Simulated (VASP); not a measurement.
# Ta (I4/mmm) in VASP: further runs

Runs on Ta. Level: PBEsol. Tasks: single point.

Program: VASP 6.6.1. These are calculated values, not measurements. Logs are shortened: lines on timing, memory, paths and dates and some standing lists are left out, and cuts for length are marked.

## (1) The cell of the first run

Symmetry: I4/mmm, No. 139, tetragonal system. Conventional cell: a = 3.543 Å, b = 3.543 Å, c = 3.018 Å, α = 90.00°, β = 90.00°, γ = 90.00°. Within 3.9 Å of Ta (site symmetry 4/mmm) lie 14 Ta at 2.92 to 3.54 Å.

## (2) Single point, PBEsol (strain +0.080 along x and y, -0.080 along z)

INCAR reads:

```
SYSTEM = Ta
ALGO = Fast
EDIFF = 1E-7
ENCUT = 520
GGA = PS
ISIF = 2
ISMEAR = 0
LASPH = .TRUE.
LCHARG = .TRUE.
LELF = .TRUE.
LREAL = .FALSE.
LVHAR = .TRUE.
LWAVE = .FALSE.
NBANDS = 12
NELM = 80
PREC = Accurate
SIGMA = 0.15
```

KPOINTS reads:

```
k-points
0
G
  26 26 26
  0 0 0
```

POSCAR reads:

```
Ta
1.0
   -1.7714805432      1.7714805432      1.5090389812
    1.7714805432     -1.7714805432      1.5090389812
    1.7714805432      1.7714805432     -1.5090389812
Ta
1
Direct
    0.0000000000      0.0000000000      0.0000000000
```

Potentials or basis: VASP PAW PBE potentials, release 64 (Ta_pv).

Started as:

```console
$ cat potpaw_PBE.64/Ta_pv/POTCAR > POTCAR
$ mpirun -np 1 vasp_std > vasp.out
```

OUTCAR:

```text
SYSTEM = Ta
   EDIFF = 1E-7
   ENCUT = 520
   GGA = PS
   ISIF = 2
   ISMEAR = 0
   LASPH = .TRUE.
   LREAL = .FALSE.
   NELM = 80
   PREC = Accurate

 ion  position               nearest neighbor table
   1  0.000  0.000  0.000-

  LATTYP: Found a body centered tetragonal cell.
 ALAT       =     3.5429610864
 C/A-ratio  =     0.8518518518

  Lattice vectors:

 A1 = (  -1.7714805432,   1.7714805432,   1.5090389812)
 A2 = (   1.7714805432,  -1.7714805432,   1.5090389812)
 A3 = (   1.7714805432,   1.7714805432,  -1.5090389812)

Analysis of symmetry for initial positions (statically):
=====================================================================
 Subroutine PRICEL returns:
 Original cell was already a primitive cell.

 Routine SETGRP: Setting up the symmetry group for a
 body centered tetragonal supercell.

 Subroutine GETGRP returns: Found 16 space group operations
 (whereof 16 operations were pure point group operations)
 out of a pool of 16 trial point group operations.

The static configuration has the point symmetry D_4h.

Analysis of symmetry for dynamics (positions and initial velocities):
=====================================================================
 Subroutine PRICEL returns:
 Original cell was already a primitive cell.

 Routine SETGRP: Setting up the symmetry group for a
 body centered tetragonal supercell.

 Subroutine GETGRP returns: Found 16 space group operations
 (whereof 16 operations were pure point group operations)
 out of a pool of 16 trial point group operations.

The dynamic configuration has the point symmetry D_4h.

 Subroutine INISYM returns: Found 16 space group operations
 (whereof 16 operations are pure point group operations),
 and found     1 'primitive' translations

----------------------------------------------------------------------------------------

                                     Primitive cell

  volume of cell :      18.9423

  direct lattice vectors                    reciprocal lattice vectors
    -1.771480543  1.771480543  1.509038981     0.000000000  0.282249784  0.331336703
     1.771480543 -1.771480543  1.509038981     0.282249784  0.000000000  0.331336703
     1.771480543  1.771480543 -1.509038981     0.282249784  0.282249784  0.000000000

  length of vectors
     2.924634212  2.924634212  2.924634212     0.435257339  0.435257339  0.399161472

  position of ions in fractional coordinates (direct lattice)
     0.000000000  0.000000000  0.000000000

  ion indices of the primitive-cell ions
   primitive index   ion index
                 1           1

----------------------------------------------------------------------------------------

 KPOINTS: k-points

Automatic generation of k-mesh.
 Grid dimensions read from file:
 generate k-points for:   26   26   26

 Generating k-lattice:

  Cartesian coordinates                     Fractional coordinates (reciprocal lattice)
     0.000000000  0.010855761  0.012743719     0.038461538  0.000000000  0.000000000
     0.010855761  0.000000000  0.012743719     0.000000000  0.038461538  0.000000000
     0.010855761  0.010855761  0.000000000     0.000000000  0.000000000  0.038461538

  Length of vectors
     0.016740667  0.016740667  0.015352364

  Shift w.r.t. Gamma in fractional coordinates (k-lattice)
     0.000000000  0.000000000  0.000000000

 Subroutine IBZKPT returns following result:
 ===========================================

 Found   1330 irreducible k-points:

 Following reciprocal coordinates:
            Coordinates               Weight
  0.000000  0.000000  0.000000      1.000000
  0.038462  0.000000  0.000000      8.000000
  0.076923  0.000000  0.000000      8.000000
  0.115385  0.000000 -0.000000      8.000000
  0.153846  0.000000  0.000000      8.000000
  0.192308  0.000000 -0.000000      8.000000
[... 16 lines left out ...]
  0.346154  0.038462  0.000000     16.000000
  0.384615  0.038462  0.000000     16.000000
 [... further k-points ...]
   k-points           NKPTS =   1330   k-points in BZ     NKDIM =   1330   number of bands    NBANDS=     12
   number of dos      NEDOS =    301   number of ions     NIONS =      1
   total plane-waves  NPLWV =  13824
   dimension x,y,z NGX =    24 NGY =   24 NGZ =   24
   dimension x,y,z NGXF=    48 NGYF=   48 NGZF=   48
   ions per type =               1
   NGX,Y,Z   is equivalent  to a cutoff of  13.64, 13.64, 13.64 a.u.
   NGXF,Y,Z  is equivalent  to a cutoff of  27.28, 27.28, 27.28 a.u.
 SYSTEM =  Ta
   PREC   = accura    normal or accurate (medium, high low for compatibility)
   ISTART =      0    job   : 0-new  1-cont  2-samecut
   ICHARG =      2    charge: 1-file 2-atom 10-const
   ISPIN  =      1    spin polarized calculation?
   LNONCOLLINEAR =      F non collinear calculations
   LSORBIT =      F    spin-orbit coupling
   LASPH  =      T    aspherical Exc in radial PAW
   ENCUT  =  520.0 eV  38.22 Ry    6.18 a.u.   5.44  5.44  5.44*2*pi/ulx,y,z
   NELM   =     80;   NELMIN=  2; NELMDL= -5     # of ELM steps
   EDIFF  = 0.1E-06   stopping-criterion for ELM
   LREAL  =      F    real-space projection
   EDIFFG = 0.1E-05   stopping-criterion for IOM
   NSW    =      0    number of steps for IOM
   IBRION =     -1    ionic relax: 0-MD 1-quasi-New 2-CG
   NFREE  =      0    steps in history (QN), initial steepest desc. (CG)
   ISIF   =      2    stress and relaxation
   ISYM   =      2    0-nonsym 1-usesym 2-fastsym
   POTIM  = 0.5000    time-step for ionic-motion
   TEBEG  =    0.0;   TEEND  =   0.0 temperature during run
   PSTRESS=    0.0 pullay stress
   NELECT =      11.0000    total number of electrons
   NUPDOWN=      -1.0000    fix difference up-down
   EMIN   =  10.00;   EMAX   =-10.00  energy-range for DOS
   EFERMI =   0.00;   METHOD = LEGACY
   ISMEAR =     0;   SIGMA  =   0.15  broadening in eV -4-tet -1-fermi 0-gaus
   EFERMI_NEDOS =   21; number of points for ismear=-14 and -15
   IALGO  =     68    algorithm
   IMIX   =      4    mixing-type and parameters
     AMIX     =   0.40;   BMIX     =  1.00
     AMIX_MAG =   1.60;   BMIX_MAG =  1.00
  volume/ion in A,a.u.               =      18.94       127.83
  Fermi-wavevector in a.u.,A,eV,Ry     =   1.365824  2.581033 25.381321  1.865474
  Thomas-Fermi vector in A             =   2.492018
   LORBIT       =      0    0 simple, 1 ext, 2 COOP (PROOUT), +10 PAW based schemes
   GGA     = PS    functional components
   LHFCALC =     F    Hartree Fock is set to
   AEXX    =    0.0000 exact exchange contribution
   IVDW    =     0    specifies the selected vdW correction
   LEPSILON=     F    determine dielectric tensor
   LRPA    =     F    only Hartree local field effects (RPA)
 non-spin polarized calculation
 RMM-DIIS sequential band-by-band and
 Gauss-broadening in eV      SIGMA  =   0.15
  energy-cutoff  :      520.00
  volume of cell :       18.94
 maximum number of plane-waves:       533
 NGX is ok and might be reduce to    24
   NGX = 11   NGY = 11   NGZ = 11

 number of electron      11.0000000 magnetization

 Free energy of the ion-electron system (eV)
  ---------------------------------------------------
  ext. energy  EPLUGINS =         0.00000000
  ---------------------------------------------------
  free energy    TOTEN  =       -12.44149524 eV

  energy without entropy =      -12.42739031  energy(sigma->0) =      -12.43444278

 E-fermi :   5.0552     XC(G=0): -12.4668

 val. band max:        5.0550092199   @ k =  -0.4231   0.4615   0.0385
 cond. band min:       5.0563972911   @ k =  -0.4615   0.3846   0.0385
 fundamental gap:      0.0013880713
 Fermi energy:         5.0552203712

 k-point     1 :       0.0000    0.0000    0.0000
  band No.  band energies     occupation
      1     -28.3233      2.00000
      2     -28.3233      2.00000
      3     -28.2528      2.00000
      4      -2.8036      2.00000
      5       4.4916      2.00000
      6       6.5795      0.00000
      7       6.5795      0.00000
      8       7.1071      0.00000
      9       9.8595      0.00000
     10      18.9642      0.00000
     11      18.9642      0.00000
     12      22.0705      0.00000

 k-point     2 :       0.0385    0.0000    0.0000
  band No.  band energies     occupation
      1     -28.3307      2.00000
      2     -28.3282      2.00000
      3     -28.2632      2.00000
      4      -2.7361      2.00000
      5       4.5135      2.00000
      6       6.5436      0.00000
      7       6.5604      0.00000
      8       7.1258      0.00000
      9       9.7946      0.00000
     10      19.0957      0.00000
     11      19.1052      0.00000
     12      22.0907      0.00000

 k-point     3 :       0.0769    0.0000    0.0000
  band No.  band energies     occupation
      1     -28.3613      2.00000
      2     -28.3428      2.00000
      3     -28.2850      2.00000
      4      -2.5363      2.00000
      5       4.5626      2.00000
      6       6.4133      0.00000
      7       6.5273      0.00000
      8       7.2081      0.00000
      9       9.6248      0.00000
     10      19.3975      0.00000
     11      19.4813      0.00000
     12      19.4924      0.00000
[... 286 lines left out ...]
 k-point    23 :       0.3462    0.0385    0.0000
  band No.  band energies     occupation
      1     -29.1603      2.00000
      2     -28.5987      2.00000
      3     -28.3942      2.00000
      4       0.7473      2.00000
      5       3.3080      2.00000
      6       5.3894      0.00163
      7       8.5150      0.00000
      8      10.0604      0.00000
      9      10.3791      0.00000
     10      17.1621      0.00000
     11      19.1214      0.00000
     12      19.4869      0.00000

 k-point    24 :       0.3846    0.0385    0.0000
  band No.  band energies     occupation
      1     -29.2342      2.00000
      2     -28.6256      2.00000
      3     -28.4014      2.00000
      4       0.8446      2.00000
      5       3.1496      2.00000
      6       5.8628      0.00000
      7       8.5186      0.00000
      8      10.6705      0.00000
      9      10.9749      0.00000
     10      16.6117      0.00000
     11      17.9844      0.00000
     12      21.1740      0.00000

 [... further k-points ...]
[... 5 lines left out ...]
  --------------------------------------------------------------------------------------
  -------------------------------------------------------------------------------------
  Total       -1.6126851     -1.6126851     -0.4691909      0.0000000      0.0000000      0.0000000
  in kB     -136.4039434   -136.4039434    -39.6850467      0.0000000      0.0000000      0.0000000
  external PRESSURE =    -104.1643112 kB  Pullay stress =       0.0000000 kB

 VOLUME and BASIS-vectors are now :
 -----------------------------------------------------------------------------
  energy-cutoff  :      520.00
  volume of cell :       18.94
      direct lattice vectors                 reciprocal lattice vectors
    -1.771480543  1.771480543  1.509038981     0.000000000  0.282249784  0.331336703
     1.771480543 -1.771480543  1.509038981     0.282249784  0.000000000  0.331336703
     1.771480543  1.771480543 -1.509038981     0.282249784  0.282249784  0.000000000

 POSITION                                       TOTAL-FORCE (eV/Angst)
 -----------------------------------------------------------------------------------
      0.00000      0.00000      0.00000        -0.000000      0.000000      0.000000
 -----------------------------------------------------------------------------------
    total drift:                               -0.000000      0.000000      0.000000

  FREE ENERGIE OF THE ION-ELECTRON SYSTEM (eV)
  ---------------------------------------------------
  free  energy   TOTEN  =       -12.4414952414 eV

  energy  without entropy=      -12.4273903088  energy(sigma->0) =      -12.43444278
```

Run time: 2.4 min. Hardware: 1 thread of Intel Xeon Platinum 8488C (Sapphire Rapids), shared host; peak memory 0.4 GiB.

What came out:

| Quantity | Value |
| --- | --- |
| Free energy | -12.4415 eV |
| Pressure | -10.4 GPa |
| Band gap on the k mesh | zero (an odd number of electrons rules out a gap without spin polarisation) |

Caveat: the cell differs from its parent crystal (strain +0.080 along x and y, -0.080 along z); the cell stands under tension; the PAW data sets were made with another functional, which shifts forces and pressure a little; spin-orbit coupling is left out, which moves the levels of the heavy elements.

## (3) Single point, PBEsol (strain +0.000 along x and y, +0.080 along z)

INCAR reads:

```
PREC     = Accurate       # precision mode
ENCUT    = 520            # plane-wave cutoff, eV
EDIFF    = 1E-7           # SCF threshold, eV
ISMEAR   = 0              # smearing method
SIGMA    = 0.15           # smearing width, eV
LREAL    = False          # projectors in reciprocal space
LASPH    = True           # aspherical terms in the spheres
NELM     = 60             # most SCF steps
ALGO     = Fast           # electronic algorithm
ISIF     = 2              # what is computed and relaxed
LWAVE    = False          # write WAVECAR
LCHARG   = True           # write CHGCAR
GGA      = PS             # functional
LELF     = True           # ELF
LVHAR    = True         
NBANDS   = 12             # bands
```

KPOINTS reads:

```
Automatic mesh
0
Gamma
  26 26 26
```

POSCAR reads:

```
Ta
1.0
   -1.6402597622      1.6402597622      1.7714805432
    1.6402597622     -1.6402597622      1.7714805432
    1.6402597622      1.6402597622     -1.7714805432
Ta
1
Direct
    0.0000000000      0.0000000000      0.0000000000
```

Potentials or basis: VASP PAW PBE potentials, release 64 (Ta_pv).

Started as:

```console
$ cat potpaw_PBE.64/Ta_pv/POTCAR > POTCAR
$ mpirun -np 1 vasp_std > vasp.out
```

It took 2.8 min on 1 thread of Intel Xeon Platinum 8488C (Sapphire Rapids), shared host; peak memory 0.39 GiB.

Results (log left out):

- Free energy: -12.4758 eV
- Pressure: -13.1 GPa
- Band gap on the k mesh: zero (an odd number of electrons rules out a gap without spin polarisation)

Stress tensor (GPa, compression positive):
```
-10.92   0.00   0.00
  0.00 -10.92   0.00
  0.00   0.00 -17.58
```

Levels at points of the mesh, in eV from the Fermi level:
```
           k point  band 3  band 4  band 5  band 6  band 7  band 8  band 9  band 10
(0.00, 0.00, 0.00)  -33.28   -7.73    0.46    0.46    1.32    3.12    4.27    13.96
(0.50, 0.00, 0.00)  -33.28   -4.19   -1.08    1.20    2.94    4.68    7.09    10.61
(0.50, 0.50, 0.00)  -33.33   -4.13   -1.98    1.71    4.39    4.99    7.35    11.09
(0.50, 0.50, 0.50)  -33.90   -3.63   -3.40    6.18    6.47    6.47    6.88     8.79
```

Caveat: the cell differs from its parent crystal (strain +0.000 along x and y, +0.080 along z); the cell stands under tension; the PAW data sets were made with another functional, which shifts forces and pressure a little; spin-orbit coupling is left out, which moves the levels of the heavy elements.

## (4) Single point, PBEsol (strain +0.080 along x and y, -0.040 along z)

INCAR reads:

```
ALGO     = Fast           # electronic algorithm
EDIFF    = 1E-6           # SCF threshold, eV
ENCUT    = 520            # plane-wave cutoff, eV
GGA      = PS             # functional
ISIF     = 2              # what is computed and relaxed
ISMEAR   = 0              # smearing method
LASPH    = T              # aspherical terms in the spheres
LCHARG   = F              # write CHGCAR
LREAL    = F              # projectors in reciprocal space
LWAVE    = F              # write WAVECAR
NBANDS   = 12             # bands
NELM     = 80             # most SCF steps
PREC     = Accurate       # precision mode
SIGMA    = 0.15           # smearing width, eV
```

KPOINTS reads:

```
k-points
0
Gamma
  26 26 26
```

POSCAR reads:

```
Ta
1.0
   -1.7714805432      1.7714805432      1.5746493717
    1.7714805432     -1.7714805432      1.5746493717
    1.7714805432      1.7714805432     -1.5746493717
Ta
1
Direct
    0.0000000000      0.0000000000      0.0000000000
```

Started as:

```console
$ cat potpaw_PBE.64/Ta_pv/POTCAR > POTCAR
$ mpirun -np 1 vasp_std > vasp.out
```

It took 2.3 min on 1 thread of Intel Xeon Platinum 8488C (Sapphire Rapids), shared host; peak memory 0.4 GiB.

The run converged. Its results:

```
Free energy            : -12.3920 eV
Pressure               : -17.8 GPa
Band gap on the k mesh : zero (an odd number of electrons rules out a gap without spin polarisation)
```

Stress tensor (GPa, compression positive):
```
-19.48   0.00   0.00
  0.00 -19.48   0.00
  0.00   0.00 -14.51
```

Levels at points of the mesh, in eV from the Fermi level:
```csv
k point,band 1,band 2,band 3,band 4,band 5,band 6,band 7,band 8,band 9,band 10
"(0.00, 0.00, 0.00)",-33.45,-33.45,-33.42,-7.61,-0.16,1.26,1.26,2.52,4.43,13.97
"(0.50, 0.00, 0.00)",-34.31,-33.74,-33.49,-3.99,-1.75,1.51,3.41,5.36,6.80,10.42
"(0.50, 0.50, 0.00)",-34.31,-33.65,-33.41,-4.16,-0.30,0.70,2.24,3.79,6.68,9.80
"(0.50, 0.50, 0.50)",-34.10,-34.10,-33.89,-3.47,-3.24,5.96,5.96,6.38,6.85,6.85
```

Caveat: the cell differs from its parent crystal (strain +0.080 along x and y, -0.040 along z); the cell stands under tension; the PAW data sets were made with another functional, which shifts forces and pressure a little; spin-orbit coupling is left out, which moves the levels of the heavy elements.

[end of part 1 of 2]
